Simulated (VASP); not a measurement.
Crystal: Al3GaN4.

```
Al Ga N
1.0
     4.40144    0.00000    0.00000
     0.00000    4.40144    0.00000
     0.00000    0.00000    4.40144
Al Ga N
3 1 4
Direct
  0.50000 0.50000 0.00000
  0.50000 0.00000 0.50000
  0.00000 0.50000 0.50000
  0.00000 0.00000 0.00000
  0.74416 0.74416 0.25584
  0.74416 0.25584 0.74416
  0.25584 0.74416 0.74416
  0.25584 0.25584 0.25584
```

- Program: VASP 6.6.1
- Task: relaxation of cell and atoms
- Functional: LDA
- Potentials or basis: VASP PAW LDA potentials, release 64 (Al, Ga_d, N)
- Cutoff: 600 eV
- k mesh: 6 × 6 × 6
- Occupations: gaussian, width 0.02 eV
- Spin: no spin polarisation

At the start: pressure -3.7 GPa; volume 10.66 Å³/atom.

Task: How do energy, volume and symmetry change on relaxing?

Result: Over 6 steps the energy falls by 2.4 meV/atom and the volume is 10.46 Å³/atom (-1.8 %); space group P-43m (No. 215, to 0.1 Å) before and after.

Step by step:
```csv
step,energy change (eV),largest force (eV/Å),pressure (GPa),volume (Å³)
1,0.0000,0.1156,-3.67,85.27
2,-0.0026,0.0284,3.73,82.29
3,-0.0189,0.0450,0.04,83.70
4,-0.0189,0.0434,0.12,83.67
5,-0.0191,0.0079,0.06,83.70
6,-0.0191,0.0011,0.07,83.69
```

Final structure:
```
Al Ga N
1.0
     4.37419    0.00000    0.00000
     0.00000    4.37419    0.00000
     0.00000    0.00000    4.37419
Al Ga N
3 1 4
Direct
  0.50000 0.50000 0.00000
  0.50000 0.00000 0.50000
  0.00000 0.50000 0.50000
  0.00000 0.00000 0.00000
  0.74478 0.74478 0.25522
  0.74478 0.25522 0.74478
  0.25522 0.74478 0.74478
  0.25522 0.25522 0.25522
```
